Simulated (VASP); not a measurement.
The system is Mg.

```
CELL_PARAMETERS angstrom
-1.79765 1.79765 1.79765
1.79765 -1.79765 1.79765
1.79765 1.79765 -1.79765
ATOMIC_POSITIONS crystal
Mg 0.00000 0.00000 0.00000
```

| Property | Result |
| --- | --- |
| Program | VASP 6.6.1 |
| Task | relaxation of cell and atoms |
| Functional | LDA |
| Potentials or basis | VASP PAW LDA potentials, release 64 (Mg) |
| Cutoff | 600 eV |
| k mesh | 12 × 12 × 12 |
| Occupations | fermi-dirac, width 0.1 eV |
| Spin | no spin polarisation |

At the start: pressure -2.8 GPa; volume 23.24 Å³/atom.

Question: Where does the relaxation end?

Answer: Over 3 steps the energy falls by 17.0 meV/atom and the volume is 21.43 Å³/atom (-7.8 %); space group Im-3m (No. 229, to 0.05 Å).

The path:
```csv
step,energy change (eV),largest force (eV/Å),pressure (GPa),volume (Å³)
1,0.0000,0.0000,-2.76,23.24
2,-0.0155,0.0000,-0.90,21.92
3,-0.0170,0.0000,-0.05,21.43
```

Final structure:
```
CELL_PARAMETERS angstrom
-1.74968 1.74968 1.74968
1.74968 -1.74968 1.74968
1.74968 1.74968 -1.74968
ATOMIC_POSITIONS crystal
Mg 0.00000 0.00000 0.00000
```
